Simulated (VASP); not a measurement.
# Hf (P6_3/mmc) in VASP: further runs

Runs on Hf. Level: PBE. Tasks: single point.

All numbers are computed with VASP 6.6.1; they aren't measurements. Logs are shortened: lines on timing, memory, paths and dates and some standing lists are left out, and cuts for length are marked.

## Step 1: The cell of the first run

Symmetry: P6_3/mmc, No. 194, hexagonal system. The conventional cell has a = 3.149 Å, b = 3.149 Å, c = 4.906 Å, α = 90.00°, β = 90.00°, γ = 120.00°. Within 4.0 Å of Hf (site symmetry -6m2) lie 12 Hf at 3.05 to 3.15 Å.

## Step 2: Single point, PBE (strain -0.015 along x and y, -0.030 along z)

INCAR reads:

```
SYSTEM = Hf
PREC = Accurate
ENCUT = 520
EDIFF = 1E-7
ISMEAR = 0
SIGMA = 0.15
LREAL = .False.
LASPH = .True.
NELM = 100
ALGO = Fast
ISIF = 2
LWAVE = .False.
LCHARG = .True.
GGA = PE
LELF = .True.
LVHAR = .True.
NBANDS = 17
```

KPOINTS reads:

```
Automatic mesh
0
Gamma
  18 18 10
  0 0 0
```

POSCAR reads:

```
Hf
1.0
    3.1487480463      0.0000000000      0.0000000000
   -1.5743740232      2.7268957982      0.0000000000
    0.0000000000      0.0000000000      4.9060660000
Hf
2
Direct
    0.3333333333      0.6666666667      0.2500000000
    0.6666666667      0.3333333333      0.7500000000
```

Potentials or basis: VASP PAW PBE potentials, release 64 (Hf_pv).

On the command line:

```
$ cat potpaw_PBE.64/Hf_pv/POTCAR > POTCAR
$ mpirun -np 1 vasp_std > vasp.out
```

OUTCAR:

```text
SYSTEM = Hf
   PREC = Accurate
   ENCUT = 520
   EDIFF = 1E-7
   ISMEAR = 0
   LREAL = .False.
   LASPH = .True.
   NELM = 100
   ISIF = 2
   GGA = PE

 ion  position               nearest neighbor table
   1  0.333  0.667  0.250-   2 3.05   2 3.05   2 3.05   2 3.05   2 3.05   2 3.05
   2  0.667  0.333  0.750-   1 3.05   1 3.05   1 3.05   1 3.05   1 3.05   1 3.05

  LATTYP: Found a hexagonal cell.
 ALAT       =     3.1487480463
 C/A-ratio  =     1.5581005301

  Lattice vectors:

 A1 = (   3.1487480463,   0.0000000000,   0.0000000000)
 A2 = (  -1.5743740232,   2.7268957982,   0.0000000000)
 A3 = (   0.0000000000,   0.0000000000,   4.9060660000)

Analysis of symmetry for initial positions (statically):
=====================================================================
 Subroutine PRICEL returns:
 Original cell was already a primitive cell.

 Routine SETGRP: Setting up the symmetry group for a
 hexagonal supercell.

 Subroutine GETGRP returns: Found 24 space group operations
 (whereof 12 operations were pure point group operations)
 out of a pool of 24 trial point group operations.

The static configuration has the point symmetry D_3d.
 The point group associated with its full space group is D_6h.

Analysis of symmetry for dynamics (positions and initial velocities):
=====================================================================
 Subroutine PRICEL returns:
 Original cell was already a primitive cell.

 Routine SETGRP: Setting up the symmetry group for a
 hexagonal supercell.

 Subroutine GETGRP returns: Found 24 space group operations
 (whereof 12 operations were pure point group operations)
 out of a pool of 24 trial point group operations.

The dynamic configuration has the point symmetry D_3d.
 The point group associated with its full space group is D_6h.

 Subroutine INISYM returns: Found 24 space group operations
 (whereof 12 operations are pure point group operations),
 and found     1 'primitive' translations

----------------------------------------------------------------------------------------

                                     Primitive cell

  volume of cell :      42.1250

  direct lattice vectors                    reciprocal lattice vectors
     3.148748046  0.000000000  0.000000000     0.317586541  0.183358675  0.000000000
    -1.574374023  2.726895798  0.000000000     0.000000000  0.366717350  0.000000000
     0.000000000  0.000000000  4.906066000     0.000000000  0.000000000  0.203829300

[... 83 lines left out ...]
   EDIFF  = 0.1E-06   stopping-criterion for ELM
   LREAL  =      F    real-space projection
   EDIFFG = 0.1E-05   stopping-criterion for IOM
   NSW    =      0    number of steps for IOM
   IBRION =     -1    ionic relax: 0-MD 1-quasi-New 2-CG
   NFREE  =      0    steps in history (QN), initial steepest desc. (CG)
   ISIF   =      2    stress and relaxation
   ISYM   =      2    0-nonsym 1-usesym 2-fastsym
   POTIM  = 0.5000    time-step for ionic-motion
   TEBEG  =    0.0;   TEEND  =   0.0 temperature during run
   PSTRESS=    0.0 pullay stress
   NELECT =      20.0000    total number of electrons
   NUPDOWN=      -1.0000    fix difference up-down
   EMIN   =  10.00;   EMAX   =-10.00  energy-range for DOS
   EFERMI =   0.00;   METHOD = LEGACY
   ISMEAR =     0;   SIGMA  =   0.15  broadening in eV -4-tet -1-fermi 0-gaus
   EFERMI_NEDOS =   21; number of points for ismear=-14 and -15
   IALGO  =     68    algorithm
   IMIX   =      4    mixing-type and parameters
     AMIX     =   0.40;   BMIX     =  1.00
     AMIX_MAG =   1.60;   BMIX_MAG =  1.00
  volume/ion in A,a.u.               =      21.06       142.14
  Fermi-wavevector in a.u.,A,eV,Ry     =   1.277139  2.413443 22.192250  1.631084
  Thomas-Fermi vector in A             =   2.409756
   LORBIT       =      0    0 simple, 1 ext, 2 COOP (PROOUT), +10 PAW based schemes
   GGA     = PE    functional components
   LHFCALC =     F    Hartree Fock is set to
   AEXX    =    0.0000 exact exchange contribution
   IVDW    =     0    specifies the selected vdW correction
   LEPSILON=     F    determine dielectric tensor
   LRPA    =     F    only Hartree local field effects (RPA)
 non-spin polarized calculation
 RMM-DIIS sequential band-by-band and
 Gauss-broadening in eV      SIGMA  =   0.15
  energy-cutoff  :      520.00
  volume of cell :       42.12
 maximum number of plane-waves:      1164
 NGX is ok and might be reduce to    24
   NGX = 11   NGY = 11   NGZ = 19

 number of electron      19.9999999 magnetization

 Free energy of the ion-electron system (eV)
  ---------------------------------------------------
  ext. energy  EPLUGINS =         0.00000000
  ---------------------------------------------------
  free energy    TOTEN  =       -19.79137482 eV

  energy without entropy =      -19.77520816  energy(sigma->0) =      -19.78329149

 E-fermi :   5.3597     XC(G=0): -11.5603

 val. band max:        5.3491796064   @ k =   0.3889   0.2222   0.3000
 cond. band min:       5.3675635915   @ k =   0.3333   0.3333   0.3000
 fundamental gap:      0.0183839851
 Fermi energy:         5.3596532933

 k-point     1 :       0.0000    0.0000    0.0000
  band No.  band energies     occupation
      1     -25.7194      2.00000
      2     -24.8141      2.00000
      3     -24.8141      2.00000
      4     -24.6473      2.00000
      5     -24.6473      2.00000
      6     -24.6283      2.00000
[... 457 lines left out ...]
      4     -25.0556      2.00000
      5     -24.9123      2.00000
      6     -24.7938      2.00000
[... 9 lines left out ...]
     16      12.1033      0.00000
     17      12.4989      0.00000

 [... further k-points ...]

------------------------ aborting loop because EDIFF is reached ----------------------------------------

  FORCE on cell =-STRESS in cart. coord.  units (eV):
  Direction    XX          YY          ZZ          XY          YZ          ZX
  --------------------------------------------------------------------------------------
  -------------------------------------------------------------------------------------
  Total        1.8288126      1.8288126      2.4713557     -0.0000000      0.0000000     -0.0000000
  in kB       69.5568572     69.5568572     93.9952706     -0.0000000      0.0000000     -0.0000000
  external PRESSURE =      77.7029950 kB  Pullay stress =       0.0000000 kB

 VOLUME and BASIS-vectors are now :
 -----------------------------------------------------------------------------
  energy-cutoff  :      520.00
  volume of cell :       42.12
      direct lattice vectors                 reciprocal lattice vectors
     3.148748046  0.000000000  0.000000000     0.317586541  0.183358675  0.000000000
    -1.574374023  2.726895798  0.000000000     0.000000000  0.366717350  0.000000000
     0.000000000  0.000000000  4.906066000     0.000000000  0.000000000  0.203829300

 POSITION                                       TOTAL-FORCE (eV/Angst)
 -----------------------------------------------------------------------------------
     -0.00000      1.81793      1.22652        -0.000000      0.000000      0.000000
      1.57437      0.90897      3.67955         0.000000     -0.000000      0.000000
 -----------------------------------------------------------------------------------
    total drift:                                0.000000     -0.000000      0.000000

  FREE ENERGIE OF THE ION-ELECTRON SYSTEM (eV)
  ---------------------------------------------------
  free  energy   TOTEN  =       -19.7913748197 eV

  energy  without entropy=      -19.7752081628  energy(sigma->0) =      -19.78329149
```

OSZICAR:

```text
N       E                     dE             d eps       ncg     rms          rms(c)
DAV:   1     0.520497129287E+02    0.52050E+02   -0.11449E+04  7556   0.113E+03
DAV:   2    -0.185920881250E+02   -0.70642E+02   -0.68813E+02  9858   0.253E+02
DAV:   3    -0.204269136856E+02   -0.18348E+01   -0.18193E+01  9632   0.274E+01
DAV:   4    -0.204408404609E+02   -0.13927E-01   -0.13920E-01  9621   0.284E+00
DAV:   5    -0.204409695879E+02   -0.12913E-03   -0.12911E-03  9591   0.243E-01    0.680E+01
RMM:   6    -0.199653945108E+02    0.47558E+00   -0.37833E-01  7579   0.379E+00    0.408E+01
RMM:   7    -0.197980198983E+02    0.16737E+00   -0.88308E-01  8463   0.578E+00    0.197E+00
RMM:   8    -0.197904311982E+02    0.75887E-02   -0.74706E-02  8228   0.198E+00    0.178E-01
RMM:   9    -0.197912913411E+02   -0.86014E-03   -0.98314E-03 10286   0.672E-01    0.333E-01
RMM:  10    -0.197914711122E+02   -0.17977E-03   -0.15258E-03 10773   0.250E-01    0.580E-01
RMM:  11    -0.197914992090E+02   -0.28097E-04   -0.19624E-04 10618   0.101E-01    0.615E-01
RMM:  12    -0.197913938191E+02    0.10539E-03   -0.10892E-04  8553   0.661E-02    0.283E-01
RMM:  13    -0.197913817720E+02    0.12047E-04   -0.24723E-05  8813   0.328E-02    0.194E-01
RMM:  14    -0.197913784350E+02    0.33370E-05   -0.48835E-06  9644   0.158E-02    0.126E-01
RMM:  15    -0.197913745218E+02    0.39132E-05   -0.15245E-05  8600   0.250E-02    0.121E-02
RMM:  16    -0.197913748146E+02   -0.29282E-06   -0.25065E-06  9362   0.120E-02    0.272E-03
RMM:  17    -0.197913748197E+02   -0.51127E-08   -0.22829E-07  7083   0.340E-03
   1 F= -.19791375E+02 E0= -.19783291E+02  d E =-.161667E-01
```

Wall time 3.3 min (1 thread of Intel Xeon 8259CL, shared host); peak memory 0.26 GiB.

What came out:

```yaml
Free_energy: -19.7914 eV
Pressure: 7.8 GPa
Band_gap_on_the_k_mesh: zero (bands 10 and 11 overlap by 1.55 eV)
```

Caveat: the cell differs from its parent crystal (strain -0.015 along x and y, -0.030 along z); the cell stands under pressure; spin-orbit coupling is left out, which moves the levels of the heavy elements.

## Step 3: Single point, PBE (strain -0.030 along x and y, +0.015 along z)

INCAR reads:

```
PREC     = Accurate       # precision mode
ENCUT    = 520            # plane-wave cutoff, eV
EDIFF    = 1E-7           # SCF threshold, eV
ISMEAR   = 0              # smearing method
SIGMA    = 0.15           # smearing width, eV
LREAL    = F              # projectors in reciprocal space
LASPH    = T              # aspherical terms in the spheres
NELM     = 80             # most SCF steps
ALGO     = Fast           # electronic algorithm
ISIF     = 2              # what is computed and relaxed
LWAVE    = F              # write WAVECAR
LCHARG   = T              # write CHGCAR
GGA      = PE             # functional
LELF     = T              # ELF
LVHAR    = T            
NBANDS   = 17             # bands
```

KPOINTS reads:

```
Automatic mesh
0
Gamma
  18 18 10
```

POSCAR reads:

```
Hf
1.0
    3.1007975685      0.0000000000      0.0000000000
   -1.5503987842      2.6853694663      0.0000000000
    0.0000000000      0.0000000000      5.1336670000
Hf
2
Direct
    0.3333333333      0.6666666667      0.2500000000
    0.6666666667      0.3333333333      0.7500000000
```

Potentials or basis: VASP PAW PBE potentials, release 64 (Hf_pv).

On the command line:

```
$ cat potpaw_PBE.64/Hf_pv/POTCAR > POTCAR
$ mpirun -np 1 vasp_std > vasp.out
```

It took 3 min on 1 thread of Intel Xeon 8259CL, shared host; peak memory 0.26 GiB.

It converged, with:

```
Free energy            : -19.7969 eV
Pressure               : 5.7 GPa
Band gap on the k mesh : zero (bands 10 and 11 overlap by 1.43 eV)
```

Stress tensor (GPa, compression positive):
```
7.70 0.00 0.00
0.00 7.70 0.00
0.00 0.00 1.70
```

Levels at points of the mesh, in eV from the Fermi level:
| k point | band 8 | band 9 | band 10 | band 11 | band 12 | band 13 |
| --- | --- | --- | --- | --- | --- | --- |
| (0.00, 0.00, 0.00) | -3.95 | 0.45 | 1.05 | 1.31 | 1.31 | 2.06 |
| (0.50, 0.00, 0.00) | -2.91 | -2.43 | -0.52 | 0.68 | 1.13 | 1.53 |
| (0.00, 0.00, 0.50) | -5.59 | -0.08 | -0.08 | 1.28 | 1.28 | 1.28 |
| (0.50, 0.00, 0.50) | -3.54 | -1.19 | -1.19 | 1.40 | 1.40 | 2.98 |

Caveat: the cell differs from its parent crystal (strain -0.030 along x and y, +0.015 along z); the cell stands under pressure; spin-orbit coupling is left out, which moves the levels of the heavy elements.

## Step 4: Single point, PBE (strain -0.030 along x and y, +0.030 along z)

INCAR reads:

```
PREC = Accurate ; ENCUT = 520
EDIFF = 1E-7 ; ISMEAR = 0
SIGMA = 0.15 ; LREAL = F
LASPH = T ; NELM = 100
ALGO = Fast ; ISIF = 2
LWAVE = F ; LCHARG = F
GGA = PE ; NBANDS = 17
```

KPOINTS reads:

```
regular mesh
0
Gamma
  18 18 10
```

POSCAR: that of step 3 with these lines changed.

```diff
@@ -4,3 +4,3 @@
    -1.5503987842      2.6853694663      0.0000000000
-    0.0000000000      0.0000000000      5.1336670000
+    0.0000000000      0.0000000000      5.2095340000
 Hf
```

On the command line:

```
$ cat potpaw_PBE.64/Hf_pv/POTCAR > POTCAR
$ mpirun -np 1 vasp_std > vasp.out
```

Run time: 3.1 min. Hardware: 1 thread of Intel Xeon 8259CL, shared host; peak memory 0.26 GiB.

The run converged. Its results:

```
Free energy            : -19.7979 eV
Pressure               : 3.9 GPa
Band gap on the k mesh : zero (bands 10 and 11 overlap by 1.30 eV)
```

Stress tensor (GPa, compression positive):
```
 6.45  0.00  0.00
 0.00  6.45  0.00
 0.00  0.00 -1.21
```

Levels at points of the mesh, in eV from the Fermi level:
```
           k point  band 8  band 9  band 10  band 11  band 12  band 13
(0.00, 0.00, 0.00)   -3.94    0.29     0.91     1.34     1.34     2.04
(0.50, 0.00, 0.00)   -2.85   -2.39    -0.48     0.60     1.24     1.43
(0.00, 0.00, 0.50)   -5.60   -0.14    -0.14     1.33     1.33     1.33
(0.50, 0.00, 0.50)   -3.48   -1.19    -1.19     1.37     1.37     3.02
```

Caveat: the cell differs from its parent crystal (strain -0.030 along x and y, +0.030 along z); the cell stands under pressure; spin-orbit coupling is left out, which moves the levels of the heavy elements.

## Step 5: Single point, PBE (strain +0.000 along x and y, -0.030 along z)

INCAR reads:

```
ALGO = Fast ; EDIFF = 1E-6
ENCUT = 520 ; GGA = PE
ISIF = 2 ; ISMEAR = 0
LASPH = True ; LCHARG = True
LELF = True ; LREAL = False
LVHAR = True ; LWAVE = False
NBANDS = 17 ; NELM = 60
PREC = Accurate ; SIGMA = 0.15
```

KPOINTS reads:

```
k-points
0
Gamma
  18 18 10
```

POSCAR reads:

```
Hf
1.0
    3.1966985242      0.0000000000      0.0000000000
   -1.5983492621      2.7684221302      0.0000000000
    0.0000000000      0.0000000000      4.9060660000
Hf
2
Direct
    0.3333333333      0.6666666667      0.2500000000
    0.6666666667      0.3333333333      0.7500000000
```

On the command line:

```
$ cat potpaw_PBE.64/Hf_pv/POTCAR > POTCAR
$ mpirun -np 1 vasp_std > vasp.out
```

It took 2.7 min on 1 thread of Intel Xeon 8259CL, shared host; peak memory 0.26 GiB.

The run converged. Its results:

```
Free energy            : -19.8298 eV
Pressure               : 4.0 GPa
Band gap on the k mesh : zero (bands 10 and 11 overlap by 1.53 eV)
```

Stress tensor (GPa, compression positive):
```
2.61 0.00 0.00
0.00 2.61 0.00
0.00 0.00 6.78
```

Levels at points of the mesh, in eV from the Fermi level:
```tsv
k point	band 6	band 7	band 8	band 9	band 10	band 11	band 12	band 13	band 14	band 15
(0.00, 0.00, 0.00)	-30.10	-7.50	-3.76	1.00	1.10	1.10	1.76	2.04	2.04	2.44
(0.50, 0.00, 0.00)	-30.21	-3.45	-2.88	-2.29	-0.89	0.56	1.07	1.91	5.85	6.46
(0.00, 0.00, 0.50)	-30.21	-5.37	-5.37	0.28	0.28	0.92	0.92	0.92	0.92	4.95
(0.50, 0.00, 0.50)	-30.33	-3.51	-3.51	-0.97	-0.97	1.24	1.24	2.56	2.56	6.20
```

Caveat: the cell differs from its parent crystal (strain +0.000 along x and y, -0.030 along z); the cell stands under pressure; spin-orbit coupling is left out, which moves the levels of the heavy elements.

## Step 6: Single point, PBE (strain -0.015 along x and y, +0.000 along z)

INCAR reads:

```
PREC = Accurate
ENCUT = 520
EDIFF = 1E-6
ISMEAR = 0
SIGMA = 0.15
LREAL = False
LASPH = True
NELM = 80
ALGO = Fast
ISIF = 2
LWAVE = False
LCHARG = False
GGA = PE
NBANDS = 17
```

KPOINTS reads:

```
Automatic mesh
0
Gamma
  18 18 10
```

POSCAR reads:

```
Hf
1.0
    3.1487480463      0.0000000000      0.0000000000
   -1.5743740232      2.7268957982      0.0000000000
    0.0000000000      0.0000000000      5.0578000000
Hf
2
Direct
    0.3333333333      0.6666666667      0.2500000000
    0.6666666667      0.3333333333      0.7500000000
```

Potentials or basis: VASP PAW PBE potentials, release 64 (Hf_pv).

On the command line:

```
$ cat potpaw_PBE.64/Hf_pv/POTCAR > POTCAR
$ mpirun -np 1 vasp_std > vasp.out
```

It took 2.2 min on 1 thread of Intel Xeon 8259CL, shared host; peak memory 0.26 GiB.

The run converged. Its results:

| Property | Result |
| --- | --- |
| Free energy | -19.8388 eV |
| Pressure | 3.8 GPa |
| Band gap on the k mesh | zero (bands 10 and 11 overlap by 1.63 eV) |

Stress tensor (GPa, compression positive):
```
4.44 0.00 0.00
0.00 4.44 0.00
0.00 0.00 2.41
```

Levels at points of the mesh, in eV from the Fermi level:
```csv
k point,band 6,band 7,band 8,band 9,band 10,band 11,band 12,band 13,band 14,band 15
"(0.00, 0.00, 0.00)",-30.08,-7.48,-3.84,0.62,1.22,1.22,1.33,2.04,2.04,2.83
"(0.50, 0.00, 0.00)",-30.19,-3.38,-2.86,-2.35,-0.69,0.82,0.89,1.65,6.21,6.62
"(0.00, 0.00, 0.50)",-30.15,-5.49,-5.49,0.06,0.06,1.14,1.14,1.14,1.14,4.95
"(0.50, 0.00, 0.50)",-30.30,-3.50,-3.50,-1.08,-1.08,1.29,1.29,2.79,2.79,6.26
```

Caveat: the cell differs from its parent crystal (strain -0.015 along x and y, +0.000 along z); the cell stands under pressure; spin-orbit coupling is left out, which moves the levels of the heavy elements.

## Step 7: The runs side by side

```csv
cell,further INCAR settings,gap on the mesh (eV),pressure (GPa)
"a = 3.149, b = 3.149, c = 4.906 Å, angles 90.0, 90.0, 120.0°, 2 atoms",ALGO = Fast; EDIFF = 1e-07; NBANDS = 17,none,7.8
"a = 3.101, b = 3.101, c = 5.134 Å, angles 90.0, 90.0, 120.0°, 2 atoms",ALGO = Fast; EDIFF = 1e-07; NBANDS = 17,none,5.7
"a = 3.101, b = 3.101, c = 5.210 Å, angles 90.0, 90.0, 120.0°, 2 atoms",ALGO = Fast; EDIFF = 1e-07; NBANDS = 17,none,3.9
"a = 3.197, b = 3.197, c = 4.906 Å, angles 90.0, 90.0, 120.0°, 2 atoms",ALGO = Fast; EDIFF = 1e-06; NBANDS = 17,none,4.0
"a = 3.149, b = 3.149, c = 5.058 Å, angles 90.0, 90.0, 120.0°, 2 atoms",ALGO = Fast; EDIFF = 1e-06; NBANDS = 17,none,3.8
```

Alike in all rows: task single point; level PBE; potentials or basis VASP PAW PBE potentials, release 64 (Hf_pv); no spin polarisation; k mesh 18 × 18 × 10; cutoff (eV) 520; smearing gaussian 0.15 eV.

Caveats: the cell stands under pressure; spin-orbit coupling is left out, which moves the levels of the heavy elements.

Total energies depend on the potentials used, so only differences within one code and one set of settings carry meaning.
